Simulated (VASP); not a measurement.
# Re (P6_3/mmc) in VASP: further runs

The runs below take Re through relaxation of cell and atoms, with PBE.

Everything below comes from runs of VASP 6.6.1. Logs are shortened: lines on timing, memory, paths and dates and some standing lists are left out, and cuts for length are marked.

### 1 The cell of the first run

Symmetry: P6_3/mmc, No. 194, hexagonal system. The conventional cell has a = 2.750 Å, b = 2.750 Å, c = 4.491 Å, α = 90.00°, β = 90.00°, γ = 120.00°. Within 3.6 Å of Re (site symmetry -6m2) lie 12 Re at 2.75 Å.

### 2 Relaxation of cell and atoms, PBE

Input file INCAR:

```
ALGO = Normal
EDIFF = 1E-6
EDIFFG = -0.03
ENCUT = 600
GGA = PE
IBRION = 2
ISIF = 3
ISMEAR = -1
LASPH = True
LCHARG = False
LREAL = False
LWAVE = False
NELM = 80
NSW = 80
PREC = Accurate
SIGMA = 0.05
```

Input file KPOINTS:

```
k-points
0
Gamma
  10 10 6
```

Input file POSCAR:

```
Re
1.0
    2.7500000000      0.0000000000      0.0000000000
   -1.3750000000      2.3815698604      0.0000000000
    0.0000000000      0.0000000000      4.4907500000
Re
2
Direct
    0.3333333333      0.6666666667      0.2500000000
    0.6666666667      0.3333333333      0.7500000000
```

Potentials or basis: VASP PAW PBE potentials, release 64 (Re).

On the command line:

```console
$ cat potpaw_PBE.64/Re/POTCAR > POTCAR
$ mpirun -np 1 vasp_std > vasp.out
```

OUTCAR:

```text
EDIFF = 1E-6
   EDIFFG = -0.03
   ENCUT = 600
   GGA = PE
   IBRION = 2
   ISIF = 3
   ISMEAR = -1
   LASPH = True
   LREAL = False
   NELM = 80
   NSW = 80
   PREC = Accurate

 ion  position               nearest neighbor table
   1  0.333  0.667  0.250-   2 2.75   2 2.75   2 2.75   2 2.75   2 2.75   2 2.75
   2  0.667  0.333  0.750-   1 2.75   1 2.75   1 2.75   1 2.75   1 2.75   1 2.75

  LATTYP: Found a hexagonal cell.
 ALAT       =     2.7500000000
 C/A-ratio  =     1.6330000000

  Lattice vectors:

 A1 = (   2.7500000000,   0.0000000000,   0.0000000000)
 A2 = (  -1.3750000000,   2.3815698604,   0.0000000000)
 A3 = (   0.0000000000,   0.0000000000,   4.4907500000)

Analysis of symmetry for initial positions (statically):
=====================================================================
 Subroutine PRICEL returns:
 Original cell was already a primitive cell.

 Routine SETGRP: Setting up the symmetry group for a
 hexagonal supercell.

 Subroutine GETGRP returns: Found 24 space group operations
 (whereof 12 operations were pure point group operations)
 out of a pool of 24 trial point group operations.

The static configuration has the point symmetry D_3d.
 The point group associated with its full space group is D_6h.

Analysis of symmetry for dynamics (positions and initial velocities):
=====================================================================
 Subroutine PRICEL returns:
 Original cell was already a primitive cell.

 Routine SETGRP: Setting up the symmetry group for a
 hexagonal supercell.

 Subroutine GETGRP returns: Found 24 space group operations
 (whereof 12 operations were pure point group operations)
 out of a pool of 24 trial point group operations.

The dynamic configuration has the point symmetry D_3d.
 The point group associated with its full space group is D_6h.

 Subroutine INISYM returns: Found 24 space group operations
 (whereof 12 operations are pure point group operations),
 and found     1 'primitive' translations

----------------------------------------------------------------------------------------

                                     Primitive cell

  volume of cell :      29.4113

  direct lattice vectors                    reciprocal lattice vectors
     2.750000000  0.000000000  0.000000000     0.363636364  0.209945552  0.000000000
    -1.375000000  2.381569860  0.000000000     0.000000000  0.419891105  0.000000000
     0.000000000  0.000000000  4.490750000     0.000000000  0.000000000  0.222679953

  length of vectors
     2.750000000  2.750000000  4.490750000     0.419891105  0.419891105  0.222679953

  position of ions in fractional coordinates (direct lattice)
[... 102 lines left out ...]
  Thomas-Fermi vector in A             =   2.410794
   LORBIT       =      0    0 simple, 1 ext, 2 COOP (PROOUT), +10 PAW based schemes
   GGA     = PE    functional components
   LHFCALC =     F    Hartree Fock is set to
   AEXX    =    0.0000 exact exchange contribution
   IVDW    =     0    specifies the selected vdW correction
   LEPSILON=     F    determine dielectric tensor
   LRPA    =     F    only Hartree local field effects (RPA)
 conjugate gradient relaxation of ions
 non-spin polarized calculation
  energy-cutoff  :      600.00
  volume of cell :       29.41
 maximum number of plane-waves:      1008
 NGX is ok and might be reduce to    24
   NGX = 11   NGY = 11   NGZ = 17

--------------------------------------- Ionic step        1  -------------------------------------------

 number of electron      14.0000000 magnetization

 Free energy of the ion-electron system (eV)
  ---------------------------------------------------
  ext. energy  EPLUGINS =         0.00000000
  ---------------------------------------------------
  free energy    TOTEN  =       -24.84506008 eV

  energy without entropy =      -24.83090900  energy(sigma->0) =      -24.83798454

------------------------ aborting loop because EDIFF is reached ----------------------------------------

  FORCE on cell =-STRESS in cart. coord.  units (eV):
  Direction    XX          YY          ZZ          XY          YZ          ZX
  --------------------------------------------------------------------------------------
  -------------------------------------------------------------------------------------
  Total        1.3645245      1.3645245      0.4262929      0.0000000     -0.0000000      0.0000000
  in kB       74.3322078     74.3322078     23.2222212      0.0000000     -0.0000000      0.0000000
  external PRESSURE =      57.2955456 kB  Pullay stress =       0.0000000 kB
[... 239 lines left out ...]
--------------------------------------- Ionic step        8  -------------------------------------------

 number of electron      14.0000000 magnetization

 Free energy of the ion-electron system (eV)
  ---------------------------------------------------
  ext. energy  EPLUGINS =         0.00000000
  ---------------------------------------------------
  free energy    TOTEN  =       -24.85592868 eV

  energy without entropy =      -24.84148599  energy(sigma->0) =      -24.84870733

 E-fermi :   7.7259     XC(G=0): -13.6515

 val. band max:        7.7059551744   @ k =   0.4000   0.1000   0.3333
 cond. band min:       7.7572748038   @ k =   0.3000   0.3000   0.5000
 fundamental gap:      0.0513196294
 Fermi energy:         7.7259063189

 k-point     1 :       0.0000    0.0000    0.0000
  band No.  band energies     occupation
      1      -2.0575      2.00000
      2       1.1935      2.00000
      3       6.1621      2.00000
      4       6.1788      2.00000
      5       6.1788      2.00000
      6       6.9948      2.00000
      7       6.9948      2.00000
      8       7.9106      0.04856
      9       7.9106      0.04856
     10       8.2906      0.00002
     11      11.0175      0.00000
[... 309 lines left out ...]
 k-point    24 :       0.4000    0.1000    0.1667
  band No.  band energies     occupation
      1       1.7156      2.00000
      2       2.3558      2.00000
      3       3.4506      2.00000
      4       4.4528      2.00000
      5       5.7752      2.00000
      6       7.1890      1.99996
      7       7.3248      1.99934
      8      10.7484      0.00000
      9      11.1658      0.00000
     10      11.6871      0.00000
     11      13.1442      0.00000

 [... further k-points ...]

------------------------ aborting loop because EDIFF is reached ----------------------------------------

  FORCE on cell =-STRESS in cart. coord.  units (eV):
  Direction    XX          YY          ZZ          XY          YZ          ZX
  --------------------------------------------------------------------------------------
  -------------------------------------------------------------------------------------
  Total        0.0232813      0.0232813      0.0209908      0.0000000      0.0000000      0.0000000
  in kB        1.2498887      1.2498887      1.1269166      0.0000000      0.0000000      0.0000000
  external PRESSURE =       1.2088980 kB  Pullay stress =       0.0000000 kB
[... 17 lines left out ...]
  FREE ENERGIE OF THE ION-ELECTRON SYSTEM (eV)
  ---------------------------------------------------
  free  energy   TOTEN  =       -24.8559286781 eV

  energy  without entropy=      -24.8414859863  energy(sigma->0) =      -24.84870733

 reached required accuracy - stopping structural energy minimisation
```

OSZICAR:

```text
N       E                     dE             d eps       ncg     rms          rms(c)
DAV:   1     0.405170517991E+02    0.40517E+02   -0.74552E+03  2103   0.171E+03
DAV:   2    -0.178158426670E+02   -0.58333E+02   -0.50630E+02  1919   0.338E+02
[... 56 lines left out ...]
   7 F= -.24855063E+02 E0= -.24847867E+02  d E =-.120606E-03
       N       E                     dE             d eps       ncg     rms          rms(c)
DAV:   1    -0.248570441401E+02   -0.19807E-02   -0.10490E-01  1848   0.128E+01    0.293E-01
DAV:   2    -0.248561922760E+02    0.85186E-03   -0.11816E-03  2216   0.509E-01    0.122E-01
DAV:   3    -0.248559284203E+02    0.26386E-03   -0.50890E-04  2349   0.394E-01    0.296E-02
DAV:   4    -0.248559294549E+02   -0.10347E-05   -0.14984E-05  1905   0.428E-02    0.971E-03
DAV:   5    -0.248559286781E+02    0.77683E-06   -0.61474E-07   927   0.164E-02
   8 F= -.24855929E+02 E0= -.24848707E+02  d E =-.985915E-03
```

CONTCAR:

```text
Re
   1.00000000000000
     2.7729391375543404   -0.0000000000000000   -0.0000000000000000
    -1.3864695687771702    2.4014357362627834   -0.0000000000000000
     0.0000000000000000   -0.0000000000000000    4.4816285541627341
  Re
     2
Direct
     0.3333333332999970    0.6666666667000030    0.2500000000000000
     0.6666666667000030    0.3333333332999970    0.7500000000000000

  0.00000000E+00  0.00000000E+00  0.00000000E+00
  0.00000000E+00  0.00000000E+00  0.00000000E+00
```

It took 1.7 min on 1 thread of AMD EPYC 7R13 (Zen 3), shared host; peak memory 0.14 GiB.

What came out:

| Item | Value |
| --- | --- |
| Free energy | -24.8559 eV |
| Relaxed volume | 14.92 Å³/atom |
| Relaxed cell | a = 2.773 Å, b = 2.773 Å, c = 4.482 Å, α = 90.00°, β = 90.00°, γ = 120.00° |
| Space group after relaxing (to 0.1 Å) | P6_3/mmc (No. 194) |
| Energy gained by relaxing | 5.4 meV/atom |
| Ionic steps | 8 |
| Pressure after relaxing | 0.1 GPa |
| Band gap on the k mesh | zero (bands 7 and 8 overlap by 3.24 eV) |

The path:
```tsv
step	energy change (eV)	largest force (eV/Å)	pressure (GPa)	volume (Å³)
1	0.0000	0.0000	5.73	29.41
2	0.1107	0.0000	-19.37	31.70
3	-0.0099	0.0000	-0.64	29.91
4	-0.0099	0.0000	-0.66	29.90
5	-0.0075	0.0000	2.52	29.65
6	-0.0099	0.0000	-0.47	29.89
7	-0.0100	0.0000	0.70	29.80
8	-0.0109	0.0000	0.12	29.84
```

Final structure:
```
Re
1.0
     2.77294    0.00000    0.00000
    -1.38647    2.40144    0.00000
     0.00000    0.00000    4.48163
Re
2
Cartesian
  0.0000 1.6010 1.1204
  1.3865 0.8005 3.3612
```

Caveat: spin-orbit coupling is left out, which moves the levels of the heavy elements.

### 3 Relaxation of cell and atoms, PBE, target pressure 20 GPa, at which the enthalpy is minimised

Input file INCAR:

```
SYSTEM = Re
  PREC = Accurate
  ENCUT = 600
  EDIFF = 1E-6
  ISMEAR = -1
  SIGMA = 0.05
  LREAL = .FALSE.
  LASPH = .TRUE.
  NELM = 80
  ALGO = Normal
  ISIF = 3
  LWAVE = .FALSE.
  LCHARG = .FALSE.
  GGA = PE
  IBRION = 2
  NSW = 80
  EDIFFG = -0.03
  PSTRESS = 200.0
```

Input file KPOINTS:

```
Automatic mesh
0
G
  10 10 6
  0 0 0
```

POSCAR is that of step 2.

Potentials or basis: VASP PAW PBE potentials, release 64 (Re).

On the command line:

```console
$ cat potpaw_PBE.64/Re/POTCAR > POTCAR
$ mpirun -np 1 vasp_std > vasp.out
```

OUTCAR:

```text
SYSTEM = Re
   PREC = Accurate
   ENCUT = 600
   EDIFF = 1E-6
   ISMEAR = -1
   LREAL = .FALSE.
   LASPH = .TRUE.
   NELM = 80
   ISIF = 3
   GGA = PE
   IBRION = 2
   NSW = 80
   EDIFFG = -0.03
   PSTRESS = 200.0

 ion  position               nearest neighbor table
   1  0.333  0.667  0.250-   2 2.75   2 2.75   2 2.75   2 2.75   2 2.75   2 2.75
   2  0.667  0.333  0.750-   1 2.75   1 2.75   1 2.75   1 2.75   1 2.75   1 2.75

  LATTYP: Found a hexagonal cell.
 ALAT       =     2.7500000000
 C/A-ratio  =     1.6330000000

  Lattice vectors:

 A1 = (   2.7500000000,   0.0000000000,   0.0000000000)
 A2 = (  -1.3750000000,   2.3815698604,   0.0000000000)
 A3 = (   0.0000000000,   0.0000000000,   4.4907500000)

Analysis of symmetry for initial positions (statically):
=====================================================================
 Subroutine PRICEL returns:
 Original cell was already a primitive cell.

 Routine SETGRP: Setting up the symmetry group for a
 hexagonal supercell.

 Subroutine GETGRP returns: Found 24 space group operations
 (whereof 12 operations were pure point group operations)
 out of a pool of 24 trial point group operations.

The static configuration has the point symmetry D_3d.
 The point group associated with its full space group is D_6h.

Analysis of symmetry for dynamics (positions and initial velocities):
=====================================================================
 Subroutine PRICEL returns:
 Original cell was already a primitive cell.

 Routine SETGRP: Setting up the symmetry group for a
 hexagonal supercell.

 Subroutine GETGRP returns: Found 24 space group operations
 (whereof 12 operations were pure point group operations)
 out of a pool of 24 trial point group operations.

The dynamic configuration has the point symmetry D_3d.
 The point group associated with its full space group is D_6h.

 Subroutine INISYM returns: Found 24 space group operations
 (whereof 12 operations are pure point group operations),
[... 122 lines left out ...]
   LHFCALC =     F    Hartree Fock is set to
   AEXX    =    0.0000 exact exchange contribution
   IVDW    =     0    specifies the selected vdW correction
   LEPSILON=     F    determine dielectric tensor
   LRPA    =     F    only Hartree local field effects (RPA)
 conjugate gradient relaxation of ions
 non-spin polarized calculation
  energy-cutoff  :      600.00
  volume of cell :       29.41
 maximum number of plane-waves:      1008
 NGX is ok and might be reduce to    24
   NGX = 11   NGY = 11   NGZ = 17

--------------------------------------- Ionic step        1  -------------------------------------------

 number of electron      14.0000000 magnetization

 Free energy of the ion-electron system (eV)
  ---------------------------------------------------
  ext. energy  EPLUGINS =         0.00000000
  ---------------------------------------------------
  free energy    TOTEN  =       -24.84506008 eV

  energy without entropy =      -24.83090900  energy(sigma->0) =      -24.83798454

------------------------ aborting loop because EDIFF is reached ----------------------------------------

  FORCE on cell =-STRESS in cart. coord.  units (eV):
  Direction    XX          YY          ZZ          XY          YZ          ZX
  --------------------------------------------------------------------------------------
  -------------------------------------------------------------------------------------
  Total        1.3645245      1.3645245      0.4262929      0.0000000     -0.0000000      0.0000000
  in kB       74.3322078     74.3322078     23.2222212      0.0000000     -0.0000000      0.0000000
  external PRESSURE =    -142.7044544 kB  Pullay stress =     200.0000000 kB
[... 25 lines left out ...]
--------------------------------------- Ionic step        2  -------------------------------------------

 number of electron      14.0000000 magnetization

 E-fermi :  10.5332     XC(G=0): -14.8357

 val. band max:       10.5241771949   @ k =   0.0000   0.0000   0.0000
 cond. band min:      10.5356896832   @ k =   0.2000   0.0000   0.0000
 fundamental gap:      0.0115124882
 Fermi energy:        10.5331986111

 k-point     1 :       0.0000    0.0000    0.0000
  band No.  band energies     occupation
      1      -0.6788      2.00000
      2       2.3018      2.00000
      3       8.2860      2.00000
      4       8.2860      2.00000
      5       8.5478      2.00000
      6       9.4863      2.00000
      7       9.4863      2.00000
      8      10.5242      1.08997
      9      10.5242      1.08997
     10      11.9793      0.00000
     11      14.8387      0.00000
[... 511 lines left out ...]
--------------------------------------- Ionic step        7  -------------------------------------------

 number of electron      14.0000001 magnetization

 Free energy of the ion-electron system (eV)
  ---------------------------------------------------
  ext. energy  EPLUGINS =         0.00000000
  ---------------------------------------------------
  free energy    TOTEN  =       -24.77155216 eV

  energy without entropy =      -24.75889871  energy(sigma->0) =      -24.76522543

 E-fermi :   8.3256     XC(G=0): -13.9175

 val. band max:        8.2803773117   @ k =   0.3000   0.2000   0.5000
 cond. band min:       8.3326708302   @ k =   0.4000   0.1000   0.3333
 fundamental gap:      0.0522935185
 Fermi energy:         8.3256086459

 k-point     1 :       0.0000    0.0000    0.0000
  band No.  band energies     occupation
      1      -1.7903      2.00000
      2       1.4340      2.00000
      3       6.6242      2.00000
      4       6.6510      2.00000
      5       6.6510      2.00000
      6       7.5304      2.00000
      7       7.5304      2.00000
      8       8.5220      0.03859
      9       8.5220      0.03859
     10       8.9829      0.00000
     11      11.8415      0.00000
[... 355 lines left out ...]
  energy  without entropy=      -24.7588987059  energy(sigma->0) =      -24.76522543

  enthalpy is  TOTEN    =       -21.2210078555 eV   P V=        3.5505442997

 reached required accuracy - stopping structural energy minimisation
```

Run time: 93 s. Hardware: 1 thread of AMD EPYC 7R13 (Zen 3), shared host; peak memory 0.14 GiB.

What came out:

```
Free energy                                                : -24.7716 eV
Relaxed volume                                             : 14.22 Å³/atom
Relaxed cell                                               : a = 2.728 Å, b = 2.728 Å, c = 4.413 Å, α = 90.00°, β = 90.00°, γ = 120.00°
Space group after relaxing (to 0.1 Å)                      : P6_3/mmc (No. 194)
Energy change on relaxing (the run minimises the enthalpy) : +36.8 meV/atom
Ionic steps                                                : 7
Pressure after relaxing                                    : 20.1 GPa
Band gap on the k mesh                                     : zero (bands 7 and 8 overlap by 3.52 eV)
```

The path:
| step | energy change (eV) | largest force (eV/Å) | pressure (GPa) | volume (Å³) |
| --- | --- | --- | --- | --- |
| 1 | 0.0000 | 0.0000 | 5.73 | 29.41 |
| 2 | 1.8376 | 0.0000 | 125.26 | 24.18 |
| 3 | 0.0658 | 0.0000 | 18.91 | 28.52 |
| 4 | 0.0739 | 0.0000 | 19.96 | 28.45 |
| 5 | 0.0763 | 0.0000 | 20.29 | 28.43 |
| 6 | 0.0727 | 0.0000 | 19.91 | 28.46 |
| 7 | 0.0735 | 0.0000 | 20.10 | 28.44 |

Final structure:
```
Re
1.0
     2.72795    0.00000    0.00000
    -1.36397    2.36247    0.00000
     0.00000    0.00000    4.41339
Re
2
Direct
  0.33333 0.66667 0.25000
  0.66667 0.33333 0.75000
```

Caveat: the cell is relaxed towards a set pressure, so the run minimises the enthalpy, not the energy; spin-orbit coupling is left out, which moves the levels of the heavy elements.

### 4 Relaxation of cell and atoms, PBE, target pressure 40 GPa, at which the enthalpy is minimised

Input file INCAR:

```
SYSTEM = Re
ALGO = Normal
EDIFF = 1E-6
EDIFFG = -0.03
ENCUT = 600
GGA = PE
IBRION = 2
ISIF = 3
ISMEAR = -1
LASPH = .TRUE.
LCHARG = .FALSE.
LREAL = .FALSE.
LWAVE = .FALSE.
NELM = 80
NSW = 80
PREC = Accurate
PSTRESS = 400.0
SIGMA = 0.05
```

Input file KPOINTS:

```
k-points
0
G
  10 10 6
  0 0 0
```

POSCAR is that of step 3.

On the command line:

```console
$ cat potpaw_PBE.64/Re/POTCAR > POTCAR
$ mpirun -np 1 vasp_std > vasp.out
```

It took 2.3 min on 1 thread of AMD EPYC 7R13 (Zen 3), shared host; peak memory 0.14 GiB.

It converged, with:

```yaml
Free_energy: -24.5662 eV
Relaxed_volume: 13.67 Å³/atom
Relaxed_cell: a = 2.691 Å, b = 2.691 Å, c = 4.358 Å, α = 90.00°, β = 90.00°, γ = 120.00°
Space_group_after_relaxing_to_0.1_Å: P6_3/mmc (No. 194)
Energy_change_on_relaxing_the_run_minimises_the_enthalpy: +139.4 meV/atom
Ionic_steps: 10
Pressure_after_relaxing: 40.0 GPa
Band_gap_on_the_k_mesh: zero (bands 7 and 8 overlap by 3.79 eV)
```

The path:
| step | energy change (eV) | largest force (eV/Å) | pressure (GPa) | volume (Å³) |
| --- | --- | --- | --- | --- |
| 1 | 0.0000 | 0.0000 | 5.73 | 29.41 |
| 2 | 13.4250 | 0.0000 | 557.66 | 17.95 |
| 3 | 0.1844 | 0.0000 | 31.83 | 27.76 |
| 4 | 0.2423 | 0.0000 | 36.93 | 27.49 |
| 5 | 0.2817 | 0.0000 | 40.10 | 27.33 |
| 6 | 0.2919 | 0.0000 | 40.95 | 27.29 |
| 7 | 0.2288 | 0.0000 | 35.83 | 27.55 |
| 8 | 0.2705 | 0.0000 | 39.34 | 27.37 |
| 9 | 0.3004 | 0.0000 | 41.69 | 27.25 |
| 10 | 0.2788 | 0.0000 | 40.04 | 27.34 |

Final structure:
```
Re
1.0
     2.69130    0.00000    0.00000
    -1.34565    2.33074    0.00000
     0.00000    0.00000    4.35778
Re
2
Direct
  0.33333 0.66667 0.25000
  0.66667 0.33333 0.75000
```

Levels at points of the mesh, in eV from the Fermi level:
```csv
k point,band 5,band 6,band 7,band 8,band 9,band 10
"(0.00, 0.00, 0.00)",-1.79,-0.85,-0.85,0.20,0.20,0.76
"(0.50, 0.00, 0.00)",-1.74,-1.52,-0.67,4.46,4.87,5.05
"(0.00, 0.00, 0.50)",-1.92,-1.92,-1.92,-1.92,2.83,2.83
"(0.50, 0.00, 0.50)",0.41,0.41,1.09,1.09,4.80,4.80
```

Caveat: the cell is relaxed towards a set pressure, so the run minimises the enthalpy, not the energy; spin-orbit coupling is left out, which moves the levels of the heavy elements.

(Part 1 of 2 ends here.)

The gap in the log of VASP goes by the Fermi energy; the results here count the filled bands.